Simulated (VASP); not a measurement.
# InAs (zinc blende) (F-43m) in VASP: a series of runs

InAs (zinc blende) is run at these levels: LDA; tasks: single point.

All numbers are computed with VASP 6.6.1; they aren't measurements. Logs are shortened: lines on timing, memory, paths and dates and some standing lists are left out, and cuts for length are marked.

## (1) The cell of the first run

The structure is cubic, space group F-43m (No. 216). The conventional cell has a = 5.783 Å, b = 5.783 Å, c = 5.783 Å, α = 90.00°, β = 90.00°, γ = 90.00°. In (site symmetry -43m) has 4 As at 2.50 Å within 3.3 Å. As (site symmetry -43m) has 4 In at 2.50 Å within 3.3 Å.

## (2) Single point, LDA (volume scaled by 0.87)

The input, INCAR:

```
PREC = Accurate ; ENCUT = 500
EDIFF = 1E-6 ; ISMEAR = 0
SIGMA = 0.02 ; LREAL = False
LASPH = True ; NELM = 120
ALGO = Normal ; ISIF = 2
LWAVE = False ; LCHARG = True
GGA = CA ; LELF = True
LVHAR = True ; NBANDS = 16
GGA_COMPAT = False
```

The input, KPOINTS:

```
regular mesh
0
Gamma
  12 12 12
```

The input, POSCAR:

```
InAs
1.0
    0.0000000000      2.8916053807      2.8916053807
    2.8916053807      0.0000000000      2.8916053807
    2.8916053807      2.8916053807      0.0000000000
In As
1 1
Direct
    0.0000000000      0.0000000000      0.0000000000
    0.2500000000      0.2500000000      0.2500000000
```

Potentials or basis: VASP PAW LDA potentials, release 64 (In_d, As).

Run with:

```console
$ cat potpaw_LDA.64/In_d/POTCAR potpaw_LDA.64/As/POTCAR > POTCAR
$ mpirun -np 1 vasp_std > vasp.out
```

OUTCAR:

```text
PREC = Accurate
   ENCUT = 500
   EDIFF = 1E-6
   ISMEAR = 0
   LREAL = False
   LASPH = True
   NELM = 120
   ISIF = 2
   GGA = CA

 ion  position               nearest neighbor table
   1  0.000  0.000  0.000-   2 2.50   2 2.50   2 2.50   2 2.50
   2  0.250  0.250  0.250-   1 2.50   1 2.50   1 2.50   1 2.50

  LATTYP: Found a face centered cubic cell.
 ALAT       =     5.7832107614

  Lattice vectors:

 A1 = (   0.0000000000,   2.8916053807,   2.8916053807)
 A2 = (   2.8916053807,   0.0000000000,   2.8916053807)
 A3 = (   2.8916053807,   2.8916053807,   0.0000000000)

Analysis of symmetry for initial positions (statically):
=====================================================================
 Subroutine PRICEL returns:
 Original cell was already a primitive cell.

 Routine SETGRP: Setting up the symmetry group for a
 face centered cubic supercell.

 Subroutine GETGRP returns: Found 24 space group operations
 (whereof 24 operations were pure point group operations)
 out of a pool of 48 trial point group operations.

The static configuration has the point symmetry T_d .

Analysis of symmetry for dynamics (positions and initial velocities):
=====================================================================
 Subroutine PRICEL returns:
 Original cell was already a primitive cell.

 Routine SETGRP: Setting up the symmetry group for a
 face centered cubic supercell.

 Subroutine GETGRP returns: Found 24 space group operations
 (whereof 24 operations were pure point group operations)
 out of a pool of 48 trial point group operations.

The dynamic configuration has the point symmetry T_d .

 Subroutine INISYM returns: Found 24 space group operations
 (whereof 24 operations are pure point group operations),
 and found     1 'primitive' translations

----------------------------------------------------------------------------------------

                                     Primitive cell

  volume of cell :      48.3556

  direct lattice vectors                    reciprocal lattice vectors
     0.000000000  2.891605381  2.891605381    -0.172914328  0.172914328  0.172914328
     2.891605381  0.000000000  2.891605381     0.172914328 -0.172914328  0.172914328
     2.891605381  2.891605381  0.000000000     0.172914328  0.172914328 -0.172914328

  length of vectors
     4.089347546  4.089347546  4.089347546     0.299496401  0.299496401  0.299496401

[... 78 lines left out ...]
   ENCUT  =  500.0 eV  36.75 Ry    6.06 a.u.   7.46  7.46  7.46*2*pi/ulx,y,z
   NELM   =    120;   NELMIN=  2; NELMDL= -5     # of ELM steps
   EDIFF  = 0.1E-05   stopping-criterion for ELM
   LREAL  =      F    real-space projection
   EDIFFG = 0.1E-04   stopping-criterion for IOM
   NSW    =      0    number of steps for IOM
   IBRION =     -1    ionic relax: 0-MD 1-quasi-New 2-CG
   NFREE  =      0    steps in history (QN), initial steepest desc. (CG)
   ISIF   =      2    stress and relaxation
   ISYM   =      2    0-nonsym 1-usesym 2-fastsym
   POTIM  = 0.5000    time-step for ionic-motion
   TEBEG  =    0.0;   TEEND  =   0.0 temperature during run
   PSTRESS=    0.0 pullay stress
   NELECT =      18.0000    total number of electrons
   NUPDOWN=      -1.0000    fix difference up-down
   EMIN   =  10.00;   EMAX   =-10.00  energy-range for DOS
   EFERMI =   0.00;   METHOD = LEGACY
   ISMEAR =     0;   SIGMA  =   0.02  broadening in eV -4-tet -1-fermi 0-gaus
   EFERMI_NEDOS =   21; number of points for ismear=-14 and -15
   IALGO  =     38    algorithm
   IMIX   =      4    mixing-type and parameters
     AMIX     =   0.40;   BMIX     =  1.00
     AMIX_MAG =   1.60;   BMIX_MAG =  1.00
  volume/ion in A,a.u.               =      24.18       163.16
  Fermi-wavevector in a.u.,A,eV,Ry     =   1.177651  2.225438 18.869405  1.386862
  Thomas-Fermi vector in A             =   2.313994
   LORBIT       =      0    0 simple, 1 ext, 2 COOP (PROOUT), +10 PAW based schemes
   GGA     = CA    functional components
   LHFCALC =     F    Hartree Fock is set to
   AEXX    =    0.0000 exact exchange contribution
   IVDW    =     0    specifies the selected vdW correction
   LEPSILON=     F    determine dielectric tensor
   LRPA    =     F    only Hartree local field effects (RPA)
 non-spin polarized calculation
 Gauss-broadening in eV      SIGMA  =   0.02
  energy-cutoff  :      500.00
  volume of cell :       48.36
 maximum number of plane-waves:      1245
 NGX is ok and might be reduce to    30
   NGX = 15   NGY = 15   NGZ = 15

 number of electron      18.0000007 magnetization

 Free energy of the ion-electron system (eV)
  ---------------------------------------------------
  ext. energy  EPLUGINS =         0.00000000
  ---------------------------------------------------
  free energy    TOTEN  =        -8.84495952 eV

  energy without entropy =       -8.84495952  energy(sigma->0) =       -8.84495952

 E-fermi :   6.0044     XC(G=0):  -9.9971

 val. band max:        5.8298023094   @ k =   0.0000   0.0000   0.0000
 cond. band min:       6.1204409802   @ k =   0.0000   0.0000   0.0000
 fundamental gap:      0.2906386708
 Fermi energy:         6.0043821444

 k-point     1 :       0.0000    0.0000    0.0000
  band No.  band energies     occupation
      1      -8.8894      2.00000
      2      -8.8894      2.00000
      3      -8.8894      2.00000
      4      -8.6935      2.00000
      5      -8.6935      2.00000
      6      -7.0471      2.00000
[... 433 lines left out ...]
      3      -8.8195      2.00000
      4      -8.6939      2.00000
      5      -8.6844      2.00000
      6      -4.9058      2.00000
[... 8 lines left out ...]
     15      15.8640      0.00000
     16      16.3042      0.00000

 [... further k-points ...]

------------------------ aborting loop because EDIFF is reached ----------------------------------------

  FORCE on cell =-STRESS in cart. coord.  units (eV):
  Direction    XX          YY          ZZ          XY          YZ          ZX
  --------------------------------------------------------------------------------------
  -------------------------------------------------------------------------------------
  Total        3.0716699      3.0716699      3.0716699     -0.0000000      0.0000000      0.0000000
  in kB      101.7742844    101.7742844    101.7742844     -0.0000000      0.0000000      0.0000000
  external PRESSURE =     101.7742844 kB  Pullay stress =       0.0000000 kB

 VOLUME and BASIS-vectors are now :
 -----------------------------------------------------------------------------
  energy-cutoff  :      500.00
  volume of cell :       48.36
      direct lattice vectors                 reciprocal lattice vectors
     0.000000000  2.891605381  2.891605381    -0.172914328  0.172914328  0.172914328
     2.891605381  0.000000000  2.891605381     0.172914328 -0.172914328  0.172914328
     2.891605381  2.891605381  0.000000000     0.172914328  0.172914328 -0.172914328

 POSITION                                       TOTAL-FORCE (eV/Angst)
 -----------------------------------------------------------------------------------
      0.00000      0.00000      0.00000        -0.000000     -0.000000      0.000000
      1.44580      1.44580      1.44580         0.000000      0.000000     -0.000000
 -----------------------------------------------------------------------------------
    total drift:                               -0.000000     -0.000000     -0.000000

  FREE ENERGIE OF THE ION-ELECTRON SYSTEM (eV)
  ---------------------------------------------------
  free  energy   TOTEN  =        -8.8449595180 eV

  energy  without entropy=       -8.8449595180  energy(sigma->0) =       -8.84495952
```

OSZICAR:

```text
N       E                     dE             d eps       ncg     rms          rms(c)
DAV:   1     0.110269484189E+03    0.11027E+03   -0.81509E+03  2336   0.123E+03
DAV:   2    -0.190060899784E+01   -0.11217E+03   -0.10699E+03  2520   0.296E+02
DAV:   3    -0.904355948131E+01   -0.71430E+01   -0.71107E+01  3032   0.742E+01
DAV:   4    -0.921613352337E+01   -0.17257E+00   -0.17254E+00  2824   0.122E+01
DAV:   5    -0.922404249617E+01   -0.79090E-02   -0.79088E-02  3488   0.225E+00    0.592E+00
DAV:   6    -0.890302477725E+01    0.32102E+00   -0.38598E-01  3616   0.121E+01    0.327E+00
DAV:   7    -0.884843570999E+01    0.54589E-01   -0.14306E-01  3352   0.388E+00    0.691E-01
DAV:   8    -0.884517587420E+01    0.32598E-02   -0.17010E-02  2856   0.153E+00    0.357E-01
DAV:   9    -0.884497128014E+01    0.20459E-03   -0.10282E-03  2984   0.233E-01    0.231E-01
DAV:  10    -0.884496502801E+01    0.62521E-05   -0.18371E-04  3024   0.278E-01    0.786E-02
DAV:  11    -0.884496153703E+01    0.34910E-05   -0.60499E-05  3624   0.156E-01    0.302E-02
DAV:  12    -0.884495945744E+01    0.20796E-05   -0.65916E-06  3088   0.325E-02    0.878E-03
DAV:  13    -0.884495951804E+01   -0.60600E-07   -0.70338E-07  1480   0.635E-03
   1 F= -.88449595E+01 E0= -.88449595E+01  d E =-.155032E-19
```

It took 57 s on 1 thread of Intel Xeon Platinum 8259CL at 2.50GHz (Skylake/Cascade Lake), shared host; peak memory 0.18 GiB.

What came out:

* Free energy: -8.8450 eV
* Pressure: 10.2 GPa
* Band gap on the k mesh: 0.29 eV, direct

Caveat: spin-orbit coupling is left out, which moves the levels of the heavy elements.

[end of part 1 of 2]
